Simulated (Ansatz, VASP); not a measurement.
# One calculation of SiGe, two programs

```xyz
4
Lattice="4.1990 0.0000 0.0000 -2.0995 3.6364 0.0000 0.0000 0.0000 5.7820" Properties=species:S:1:pos:R:3 pbc="T T T"
Si    2.0995    1.2121    5.0566
Si    0.0000    2.4243    2.1656
Ge    2.0995    1.2121    2.8936
Ge    0.0000    2.4243    0.0026
```

Alike in both runs: task single point; functional PBEsol; k mesh 12 × 12 × 6; occupations gaussian, width 0.03 eV; no spin polarisation.

|  | VASP | Ansatz |
| --- | --- | --- |
| version | VASP 6.6.1 | Ansatz 0.2.0 |
| potentials or method | VASP PAW PBE potentials, release 64 (Si, Ge_d), cutoff 520 eV | scalar-relativistic, plane waves, PAW |
| valence electrons in the cell | 36 | 36 |

```csv
,VASP,Ansatz,Ansatz less VASP
gap on the k mesh at the Fermi level (eV),none,none,-
pressure (GPa),1.9,2.0,+0.03
"traceless stress, the component that is largest in VASP (GPa)",27.38,27.40,+0.017
rms of the force components (eV/Å),1.647,1.655,+0.0077
```

VASP's potentials were made for PBE, not for PBEsol, and Ansatz warns of the same on its side. Atom by atom the forces differ by 0.008 eV/Å (rms over components). A gap of «none» marks a metal or a gap that the smearing closes.
